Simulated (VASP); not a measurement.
AlB3P4:

```
Al B P
1.0
     3.47713    0.00000    0.00000
     0.00000    6.95426    0.00000
     0.00000    0.00000    4.91740
Al B P
1 3 4
Cartesian
  1.7386 0.0000 2.4587
  0.0000 5.2157 0.0000
  1.7386 3.4771 2.4587
  0.0000 1.7386 0.0000
  1.7386 5.2157 3.6881
  0.0000 3.4771 1.2294
  1.7386 1.7386 3.6881
  0.0000 0.0000 1.2294
```

```yaml
Program: VASP 6.6.1
Task: relaxation of cell and atoms
Functional: PBE
Potentials_or_basis: VASP PAW PBE potentials, release 64 (Al, B, P)
Cutoff: 600 eV
k_mesh: 6 × 4 × 4
Occupations: gaussian, width 0.1 eV
Spin: no spin polarisation
```

At the start: pressure -3.1 GPa; volume 14.86 Å³/atom.

Q: How do energy, volume and symmetry change on relaxing?

A: Over 12 steps the energy falls by 250.6 meV/atom and the volume is 13.78 Å³/atom (-7.3 %); space group Pmm2 (No. 25, to 0.1 Å) before and after.

Step by step:
| step | energy change (eV) | largest force (eV/Å) | pressure (GPa) | volume (Å³) |
| --- | --- | --- | --- | --- |
| 1 | 0.0000 | 5.1928 | -3.14 | 118.91 |
| 2 | -1.7077 | 1.2277 | -3.33 | 113.97 |
| 3 | -1.7077 | 1.2314 | -3.32 | 113.95 |
| 4 | -1.9412 | 0.6726 | 2.28 | 108.54 |
| 5 | -1.9412 | 0.6694 | 2.31 | 108.51 |
| 6 | -1.9985 | 0.2218 | -0.01 | 110.24 |
| 7 | -1.9996 | 0.1644 | 0.25 | 110.02 |
| 8 | -2.0034 | 0.0977 | -0.26 | 110.45 |
| 9 | -2.0035 | 0.1044 | -0.19 | 110.40 |
| 10 | -2.0044 | 0.0546 | 0.03 | 110.22 |
| 11 | -2.0044 | 0.0530 | 0.06 | 110.19 |
| 12 | -2.0046 | 0.0316 | 0.01 | 110.23 |

Final structure:
```
CELL_PARAMETERS angstrom
3.34912 0.00000 0.00000
0.00000 6.81057 0.00000
0.00000 0.00000 4.83257
ATOMIC_POSITIONS crystal
Al 0.50000 0.00000 0.50112
B 0.00000 0.73156 0.00068
B 0.50000 0.50000 0.50567
B 0.00000 0.26844 0.00068
P 0.50000 0.72029 0.76967
P 0.00000 0.50000 0.26807
P 0.50000 0.27971 0.76967
P 0.00000 0.00000 0.18444
```
